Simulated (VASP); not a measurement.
Crystal: CdSi2.

```
Cd Si
1.0
     3.52098    0.00000    0.00000
    -1.76049    3.04926    0.00000
     0.00000    0.00000    4.63722
Cd Si
1 2
Direct
  0.00000 0.00000 0.00000
  0.33333 0.66667 0.43200
  0.66667 0.33333 0.56800
```

| Item | Value |
| --- | --- |
| Program | VASP 6.6.1 |
| Task | relaxation of cell and atoms |
| Functional | PBE |
| Potentials or basis | VASP PAW PBE potentials, release 64 (Cd, Si) |
| Cutoff | 600 eV |
| k mesh | 6 × 6 × 4 |
| Occupations | gaussian, width 0.1 eV |
| Spin | no spin polarisation |

At the start: pressure 28.4 GPa; volume 16.60 Å³/atom.

Problem. How do energy, volume and symmetry change on relaxing?

Solution. Over 12 steps the energy falls by 389.7 meV/atom and the volume is 20.58 Å³/atom (+24.0 %); space group P-3m1 (No. 164, to 0.1 Å) before and after.

The path:
| step | energy change (eV) | largest force (eV/Å) | pressure (GPa) | volume (Å³) |
| --- | --- | --- | --- | --- |
| 1 | 0.0000 | 2.5611 | 28.36 | 49.79 |
| 2 | -0.6600 | 0.5079 | -8.52 | 74.05 |
| 3 | -1.0844 | 0.4151 | -0.64 | 62.50 |
| 4 | -1.0847 | 0.4458 | -0.33 | 62.23 |
| 5 | -1.1409 | 0.2479 | -0.46 | 62.30 |
| 6 | -1.1597 | 0.0790 | -0.51 | 62.32 |
| 7 | -1.1599 | 0.2306 | -0.83 | 62.31 |
| 8 | -1.1667 | 0.0192 | -0.68 | 62.33 |
| 9 | -1.1669 | 0.0983 | -0.72 | 62.32 |
| 10 | -1.1675 | 0.0395 | -0.74 | 62.33 |
| 11 | -1.1684 | 0.0551 | 0.43 | 61.33 |
| 12 | -1.1690 | 0.0164 | -0.02 | 61.73 |

Final structure:
```
CELL_PARAMETERS angstrom
3.71879 0.00000 0.00000
-1.85940 3.22057 0.00000
0.00000 0.00000 5.15409
ATOMIC_POSITIONS crystal
Cd 0.00000 0.00000 0.00000
Si 0.33333 0.66667 0.40612
Si 0.66667 0.33333 0.59388
```

Caveat: the volume moved by over 15 % at a fixed basis, so the end points are rough.
